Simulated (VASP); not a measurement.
# SnTe (zincblende type) (F-43m) in VASP: notebook

The runs below take SnTe (zincblende type) through single point, with LDA.

Program: VASP 6.6.1. These are calculated values, not measurements. Logs are shortened: lines on timing, memory, paths and dates and some standing lists are left out, and cuts for length are marked.

## Step 1: The cell of the first run

The structure is cubic, space group F-43m (No. 216). The conventional cell has a = 6.027 Å, b = 6.027 Å, c = 6.027 Å, α = 90.00°, β = 90.00°, γ = 90.00°. Within 3.4 Å of Sn (site symmetry -43m) lie 4 Te at 2.61 Å. Within 3.4 Å of Te (site symmetry -43m) lie 4 Sn at 2.61 Å.

## Step 2: Single point, LDA (27.37 Å³/atom)

Contents of INCAR:

```
PREC = Accurate
ENCUT = 520
EDIFF = 1E-6
ISMEAR = -1
SIGMA = 0.1
LREAL = F
LASPH = T
NELM = 60
ALGO = Normal
ISIF = 2
LWAVE = F
LCHARG = F
NBANDS = 17
```

Contents of KPOINTS:

```
Automatic mesh
0
Gamma
  12 12 12
```

Contents of POSCAR:

```
SnTe
1.0
    0.0000000000      3.0134773529      3.0134773529
    3.0134773529      0.0000000000      3.0134773529
    3.0134773529      3.0134773529      0.0000000000
Sn Te
1 1
Direct
    0.0000000000      0.0000000000      0.0000000000
    0.2500000000      0.2500000000      0.2500000000
```

Potentials or basis: VASP PAW LDA potentials, release 64 (Sn_d, Te).

The run is started by

```console
$ cat potpaw_LDA.64/Sn_d/POTCAR potpaw_LDA.64/Te/POTCAR > POTCAR
$ mpirun -np 1 vasp_std > vasp.out
```

OUTCAR:

```text
PREC = Accurate
   ENCUT = 520
   EDIFF = 1E-6
   ISMEAR = -1
   LREAL = F
   LASPH = T
   NELM = 60
   ISIF = 2

 ion  position               nearest neighbor table
   1  0.000  0.000  0.000-   2 2.61   2 2.61   2 2.61   2 2.61
   2  0.250  0.250  0.250-   1 2.61   1 2.61   1 2.61   1 2.61

  LATTYP: Found a face centered cubic cell.
 ALAT       =     6.0269547058

  Lattice vectors:

 A1 = (   0.0000000000,   3.0134773529,   3.0134773529)
 A2 = (   3.0134773529,   0.0000000000,   3.0134773529)
 A3 = (   3.0134773529,   3.0134773529,   0.0000000000)

Analysis of symmetry for initial positions (statically):
=====================================================================
 Subroutine PRICEL returns:
 Original cell was already a primitive cell.

 Routine SETGRP: Setting up the symmetry group for a
 face centered cubic supercell.

 Subroutine GETGRP returns: Found 24 space group operations
 (whereof 24 operations were pure point group operations)
 out of a pool of 48 trial point group operations.

The static configuration has the point symmetry T_d .

Analysis of symmetry for dynamics (positions and initial velocities):
=====================================================================
 Subroutine PRICEL returns:
 Original cell was already a primitive cell.

 Routine SETGRP: Setting up the symmetry group for a
 face centered cubic supercell.

 Subroutine GETGRP returns: Found 24 space group operations
 (whereof 24 operations were pure point group operations)
 out of a pool of 48 trial point group operations.

The dynamic configuration has the point symmetry T_d .

 Subroutine INISYM returns: Found 24 space group operations
 (whereof 24 operations are pure point group operations),
 and found     1 'primitive' translations

----------------------------------------------------------------------------------------

                                     Primitive cell

  volume of cell :      54.7311

  direct lattice vectors                    reciprocal lattice vectors
     0.000000000  3.013477353  3.013477353    -0.165921273  0.165921273  0.165921273
     3.013477353  0.000000000  3.013477353     0.165921273 -0.165921273  0.165921273
     3.013477353  3.013477353  0.000000000     0.165921273  0.165921273 -0.165921273

  length of vectors
     4.261700542  4.261700542  4.261700542     0.287384076  0.287384076  0.287384076

  position of ions in fractional coordinates (direct lattice)
     0.000000000  0.000000000  0.000000000
     0.250000000  0.250000000  0.250000000

  ion indices of the primitive-cell ions
   primitive index   ion index
                 1           1
                 2           2

----------------------------------------------------------------------------------------

 KPOINTS: Automatic mesh

Automatic generation of k-mesh.
 Grid dimensions read from file:
 generate k-points for:   12   12   12

 Generating k-lattice:

  Cartesian coordinates                     Fractional coordinates (reciprocal lattice)
    -0.013826773  0.013826773  0.013826773     0.083333333  0.000000000  0.000000000
     0.013826773 -0.013826773  0.013826773     0.000000000  0.083333333  0.000000000
     0.013826773  0.013826773 -0.013826773     0.000000000  0.000000000  0.083333333

  Length of vectors
     0.023948673  0.023948673  0.023948673

  Shift w.r.t. Gamma in fractional coordinates (k-lattice)
     0.000000000  0.000000000  0.000000000

 Subroutine IBZKPT returns following result:
 ===========================================

 Found     72 irreducible k-points:

 Following reciprocal coordinates:
            Coordinates               Weight
  0.000000  0.000000  0.000000      1.000000
  0.083333  0.000000  0.000000      8.000000
  0.166667  0.000000  0.000000      8.000000
  0.250000  0.000000  0.000000      8.000000
  0.333333  0.000000  0.000000      8.000000
  0.416667  0.000000  0.000000      8.000000
[... 16 lines left out ...]
  0.500000  0.166667  0.000000     24.000000
 -0.416667  0.166667  0.000000     24.000000
 [... further k-points ...]
   k-points           NKPTS =     72   k-points in BZ     NKDIM =     72   number of bands    NBANDS=     17
   number of dos      NEDOS =    301   number of ions     NIONS =      2
   total plane-waves  NPLWV =  32768
   dimension x,y,z NGX =    32 NGY =   32 NGZ =   32
   dimension x,y,z NGXF=    64 NGYF=   64 NGZF=   64
   ions per type =               1   1
   NGX,Y,Z   is equivalent  to a cutoff of  12.48, 12.48, 12.48 a.u.
   NGXF,Y,Z  is equivalent  to a cutoff of  24.97, 24.97, 24.97 a.u.
 SYSTEM =  unknown system
   PREC   = accura    normal or accurate (medium, high low for compatibility)
   ISTART =      0    job   : 0-new  1-cont  2-samecut
   ICHARG =      2    charge: 1-file 2-atom 10-const
   ISPIN  =      1    spin polarized calculation?
   LNONCOLLINEAR =      F non collinear calculations
   LSORBIT =      F    spin-orbit coupling
   LASPH  =      T    aspherical Exc in radial PAW
   ENCUT  =  520.0 eV  38.22 Ry    6.18 a.u.   7.92  7.92  7.92*2*pi/ulx,y,z
   NELM   =     60;   NELMIN=  2; NELMDL= -5     # of ELM steps
   EDIFF  = 0.1E-05   stopping-criterion for ELM
   LREAL  =      F    real-space projection
   EDIFFG = 0.1E-04   stopping-criterion for IOM
   NSW    =      0    number of steps for IOM
   IBRION =     -1    ionic relax: 0-MD 1-quasi-New 2-CG
   NFREE  =      0    steps in history (QN), initial steepest desc. (CG)
   ISIF   =      2    stress and relaxation
   ISYM   =      2    0-nonsym 1-usesym 2-fastsym
   POTIM  = 0.5000    time-step for ionic-motion
   TEBEG  =    0.0;   TEEND  =   0.0 temperature during run
   PSTRESS=    0.0 pullay stress
   NELECT =      20.0000    total number of electrons
   NUPDOWN=      -1.0000    fix difference up-down
   EMIN   =  10.00;   EMAX   =-10.00  energy-range for DOS
   EFERMI =   0.00;   METHOD = LEGACY
   ISMEAR =    -1;   SIGMA  =   0.10  broadening in eV -4-tet -1-fermi 0-gaus
   EFERMI_NEDOS =   21; number of points for ismear=-14 and -15
   IALGO  =     38    algorithm
   IMIX   =      4    mixing-type and parameters
     AMIX     =   0.40;   BMIX     =  1.00
     AMIX_MAG =   1.60;   BMIX_MAG =  1.00
  volume/ion in A,a.u.               =      27.37       184.67
  Fermi-wavevector in a.u.,A,eV,Ry     =   1.170416  2.211765 18.638260  1.369874
  Thomas-Fermi vector in A             =   2.306875
   LORBIT       =      0    0 simple, 1 ext, 2 COOP (PROOUT), +10 PAW based schemes
   GGA     = CA    functional components
   LHFCALC =     F    Hartree Fock is set to
   AEXX    =    0.0000 exact exchange contribution
   IVDW    =     0    specifies the selected vdW correction
   LEPSILON=     F    determine dielectric tensor
   LRPA    =     F    only Hartree local field effects (RPA)
 non-spin polarized calculation
  energy-cutoff  :      520.00
  volume of cell :       54.73
 maximum number of plane-waves:      1488
   NGX = 15   NGY = 15   NGZ = 15

 number of electron      20.0000004 magnetization

 Free energy of the ion-electron system (eV)
  ---------------------------------------------------
  ext. energy  EPLUGINS =         0.00000000
  ---------------------------------------------------
  free energy    TOTEN  =        -6.03366124 eV

  energy without entropy =       -6.00362029  energy(sigma->0) =       -6.01864076

 E-fermi :   8.9621     XC(G=0): -10.1465

 val. band max:        8.9533667414   @ k =   0.2500   0.2500   0.0000
 cond. band min:       9.0226631036   @ k =   0.3333   0.2500   0.0833
 fundamental gap:      0.0692963621
 Fermi energy:         8.9621490583

 k-point     1 :       0.0000    0.0000    0.0000
  band No.  band energies     occupation
      1     -13.5265      2.00000
      2     -13.5265      2.00000
      3     -13.5265      2.00000
      4     -13.4278      2.00000
      5     -13.4278      2.00000
      6      -6.4622      2.00000
[... 9 lines left out ...]
     16      15.5668      0.00000
     17      16.3244      0.00000

 k-point     2 :       0.0833    0.0000    0.0000
  band No.  band energies     occupation
      1     -13.5285      2.00000
      2     -13.5253      2.00000
      3     -13.5253      2.00000
      4     -13.4279      2.00000
      5     -13.4279      2.00000
      6      -6.3902      2.00000
[... 9 lines left out ...]
     16      15.0214      0.00000
     17      16.0409      0.00000

 k-point     3 :       0.1667    0.0000    0.0000
  band No.  band energies     occupation
      1     -13.5338      2.00000
      2     -13.5219      2.00000
      3     -13.5219      2.00000
      4     -13.4281      2.00000
      5     -13.4281      2.00000
      6      -6.1792      2.00000
[... 9 lines left out ...]
     16      14.5362      0.00000
     17      15.8088      0.00000

 k-point     4 :       0.2500    0.0000    0.0000
  band No.  band energies     occupation
      1     -13.5411      2.00000
      2     -13.5174      2.00000
      3     -13.5174      2.00000
      4     -13.4282      2.00000
      5     -13.4282      2.00000
      6      -5.8486      2.00000
[... 9 lines left out ...]
     16      14.4872      0.00000
     17      16.7537      0.00000

 k-point     5 :       0.3333    0.0000    0.0000
  band No.  band energies     occupation
      1     -13.5484      2.00000
      2     -13.5133      2.00000
      3     -13.5133      2.00000
      4     -13.4280      2.00000
      5     -13.4280      2.00000
      6      -5.4442      2.00000
[... 9 lines left out ...]
     16      14.9598      0.00000
     17      18.2104      0.00000

 k-point     6 :       0.4167    0.0000    0.0000
  band No.  band energies     occupation
      1     -13.5537      2.00000
      2     -13.5104      2.00000
      3     -13.5104      2.00000
      4     -13.4277      2.00000
      5     -13.4277      2.00000
      6      -5.0688      2.00000
[... 9 lines left out ...]
     16      15.8382      0.00000
     17      18.2942      0.00000

 k-point     7 :       0.5000    0.0000    0.0000
  band No.  band energies     occupation
      1     -13.5557      2.00000
      2     -13.5094      2.00000
      3     -13.5094      2.00000
      4     -13.4275      2.00000
      5     -13.4275      2.00000
      6      -4.9035      2.00000
[... 9 lines left out ...]
     16      16.5664      0.00000
     17      17.4818      0.00000

 k-point     8 :       0.0833    0.0833    0.0000
  band No.  band energies     occupation
      1     -13.5306      2.00000
      2     -13.5241      2.00000
      3     -13.5241      2.00000
      4     -13.4286      2.00000
      5     -13.4273      2.00000
      6      -6.3660      2.00000
[... 9 lines left out ...]
     16      15.6450      0.00000
     17      16.5302      0.00000
[... 203 lines left out ...]
      1     -13.5414      2.00000
      2     -13.5174      2.00000
      3     -13.5174      2.00000
      4     -13.4310      2.00000
      5     -13.4260      2.00000
      6      -6.0824      2.00000
[... 9 lines left out ...]
     16      15.8790      0.00000
     17      17.1463      0.00000

 k-point    20 :       0.2500    0.1667    0.0000
  band No.  band energies     occupation
      1     -13.5481      2.00000
      2     -13.5134      2.00000
      3     -13.5129      2.00000
      4     -13.4323      2.00000
      5     -13.4254      2.00000
      6      -5.8335      2.00000
[... 9 lines left out ...]
     16      15.8255      0.00000
     17      17.1390      0.00000

 k-point    21 :       0.3333    0.1667    0.0000
  band No.  band energies     occupation
      1     -13.5541      2.00000
      2     -13.5099      2.00000
      3     -13.5085      2.00000
      4     -13.4330      2.00000
      5     -13.4251      2.00000
      6      -5.4802      2.00000
[... 9 lines left out ...]
     16      16.0200      0.00000
     17      17.7048      0.00000

 k-point    22 :       0.4167    0.1667    0.0000
  band No.  band energies     occupation
      1     -13.5586      2.00000
      2     -13.5074      2.00000
      3     -13.5053      2.00000
      4     -13.4326      2.00000
      5     -13.4253      2.00000
      6      -5.0834      2.00000
[... 9 lines left out ...]
     16      16.6370      0.00000
     17      17.9656      0.00000

 k-point    23 :       0.5000    0.1667    0.0000
  band No.  band energies     occupation
      1     -13.5608      2.00000
      2     -13.5061      2.00000
      3     -13.5041      2.00000
      4     -13.4314      2.00000
      5     -13.4262      2.00000
      6      -4.7704      2.00000
[... 9 lines left out ...]
     16      16.6676      0.00000
     17      17.6220      0.00000

 k-point    24 :      -0.4167    0.1667    0.0000
  band No.  band energies     occupation
      1     -13.5602      2.00000
      2     -13.5060      2.00000
      3     -13.5049      2.00000
      4     -13.4298      2.00000
      5     -13.4276      2.00000
      6      -4.7212      2.00000
[... 9 lines left out ...]
     16      16.0366      0.00000
     17      18.7027      0.00000

 [... further k-points ...]
[... 5 lines left out ...]
  --------------------------------------------------------------------------------------
  -------------------------------------------------------------------------------------
  Total       10.5321092     10.5321092     10.5321092     -0.0000000      0.0000000     -0.0000000
  in kB      308.3132171    308.3132171    308.3132171     -0.0000000      0.0000000     -0.0000000
  external PRESSURE =     308.3132171 kB  Pullay stress =       0.0000000 kB

 VOLUME and BASIS-vectors are now :
 -----------------------------------------------------------------------------
  energy-cutoff  :      520.00
  volume of cell :       54.73
      direct lattice vectors                 reciprocal lattice vectors
     0.000000000  3.013477353  3.013477353    -0.165921273  0.165921273  0.165921273
     3.013477353  0.000000000  3.013477353     0.165921273 -0.165921273  0.165921273
     3.013477353  3.013477353  0.000000000     0.165921273  0.165921273 -0.165921273

 POSITION                                       TOTAL-FORCE (eV/Angst)
 -----------------------------------------------------------------------------------
      0.00000      0.00000      0.00000         0.000000      0.000000      0.000000
      1.50674      1.50674      1.50674        -0.000000     -0.000000     -0.000000
 -----------------------------------------------------------------------------------
    total drift:                               -0.000000     -0.000000     -0.000000

  FREE ENERGIE OF THE ION-ELECTRON SYSTEM (eV)
  ---------------------------------------------------
  free  energy   TOTEN  =        -6.0336612391 eV

  energy  without entropy=       -6.0036202871  energy(sigma->0) =       -6.01864076
```

Run time: 54 s. Hardware: 1 thread of Intel Xeon 8259CL, shared host; peak memory 0.2 GiB.

What came out:

* Free energy: -6.0337 eV
* Pressure: 30.8 GPa
* Band gap on the k mesh: zero (bands 10 and 11 overlap by 2.37 eV)

Caveat: the cell stands under pressure; spin-orbit coupling is left out, which moves the levels of the heavy elements.

## Step 3: Single point, LDA (30.79 Å³/atom)

This run uses another cell than the first one, of 30.79 Å³/atom.

Contents of INCAR:

```
SYSTEM = SnTe
  PREC = Accurate
  ENCUT = 520
  EDIFF = 1E-6
  ISMEAR = -1
  SIGMA = 0.1
  LREAL = .FALSE.
  LASPH = .TRUE.
  NELM = 60
  ALGO = Normal
  ISIF = 2
  LWAVE = .FALSE.
  LCHARG = .FALSE.
  GGA = CA
  NBANDS = 17
```

Contents of KPOINTS:

```
Automatic mesh
0
G
  12 12 12
  0 0 0
```

Contents of POSCAR:

```
SnTe
1.0
    0.0000000000      3.1341427464      3.1341427464
    3.1341427464      0.0000000000      3.1341427464
    3.1341427464      3.1341427464      0.0000000000
Sn Te
1 1
Direct
    0.0000000000      0.0000000000      0.0000000000
    0.2500000000      0.2500000000      0.2500000000
```

Potentials or basis: VASP PAW LDA potentials, release 64 (Sn_d, Te).

The run is started by

```console
$ cat potpaw_LDA.64/Sn_d/POTCAR potpaw_LDA.64/Te/POTCAR > POTCAR
$ mpirun -np 1 vasp_std > vasp.out
```

Run time: 88 s. Hardware: 1 thread of Intel Xeon 8259CL, shared host; peak memory 0.22 GiB.

It converged, with:

```yaml
Free_energy: -7.0482 eV
Pressure: 17.7 GPa
Band_gap_on_the_k_mesh: zero (bands 10 and 11 overlap by 1.73 eV)
```

Levels at points of the mesh, in eV from the Fermi level:
| k point | band 8 | band 9 | band 10 | band 11 | band 12 | band 13 |
| --- | --- | --- | --- | --- | --- | --- |
| (0.00, 0.00, 0.00) | -2.92 | -2.92 | -2.92 | 0.56 | 0.56 | 0.56 |
| (0.50, 0.00, 0.00) | -3.87 | -3.87 | -2.30 | 1.57 | 1.57 | 4.36 |
| (0.50, 0.50, 0.00) | -5.05 | -5.05 | -1.10 | -0.92 | 5.71 | 5.71 |

Caveat: the cell stands under pressure; spin-orbit coupling is left out, which moves the levels of the heavy elements.

## Step 4: Single point, LDA (34.21 Å³/atom)

This run uses another cell than the first one, of 34.21 Å³/atom.

Contents of INCAR:

```
SYSTEM = SnTe
PREC     = Accurate       ! precision mode
ENCUT    = 520            ! plane-wave cutoff, eV
EDIFF    = 1E-7           ! SCF threshold, eV
ISMEAR   = -1             ! smearing method
SIGMA    = 0.1            ! smearing width, eV
LREAL    = .FALSE.        ! projectors in reciprocal space
LASPH    = .TRUE.         ! aspherical terms in the spheres
NELM     = 80             ! most SCF steps
ALGO     = Normal         ! electronic algorithm
ISIF     = 2              ! what is computed and relaxed
LWAVE    = .FALSE.        ! write WAVECAR
LCHARG   = .TRUE.         ! write CHGCAR
GGA      = CA             ! functional
LELF     = .TRUE.         ! ELF
LVHAR    = .TRUE.       
NBANDS   = 17             ! bands
```

Contents of KPOINTS:

```
regular mesh
0
G
  12 12 12
  0 0 0
```

Contents of POSCAR:

```
SnTe
1.0
    0.0000000000      3.2461700733      3.2461700733
    3.2461700733      0.0000000000      3.2461700733
    3.2461700733      3.2461700733      0.0000000000
Sn Te
1 1
Direct
    0.0000000000      0.0000000000      0.0000000000
    0.2500000000      0.2500000000      0.2500000000
```

The run is started by

```console
$ cat potpaw_LDA.64/Sn_d/POTCAR potpaw_LDA.64/Te/POTCAR > POTCAR
$ mpirun -np 1 vasp_std > vasp.out
```

Wall time 93 s (1 thread of Intel Xeon 8259CL, shared host); peak memory 0.23 GiB.

The run converged. Its results:

```
Free energy            : -7.6222 eV
Pressure               : 9.7 GPa
Band gap on the k mesh : zero (bands 10 and 11 overlap by 1.20 eV)
```

Levels at points of the mesh, in eV from the Fermi level:
| k point | band 7 | band 8 | band 9 | band 10 | band 11 | band 12 | band 13 | band 14 |
| --- | --- | --- | --- | --- | --- | --- | --- | --- |
| (0.00, 0.00, 0.00) | -4.15 | -2.66 | -2.66 | -2.66 | 0.72 | 0.72 | 0.72 | 3.93 |
| (0.50, 0.00, 0.00) | -8.20 | -3.48 | -3.48 | -2.30 | 1.68 | 1.68 | 4.35 | 5.78 |
| (0.50, 0.50, 0.00) | -8.65 | -4.50 | -4.50 | -0.94 | -0.61 | 5.22 | 5.22 | 6.15 |

Caveat: the cell stands under pressure; spin-orbit coupling is left out, which moves the levels of the heavy elements.

(Continued in part 2 of 2.)
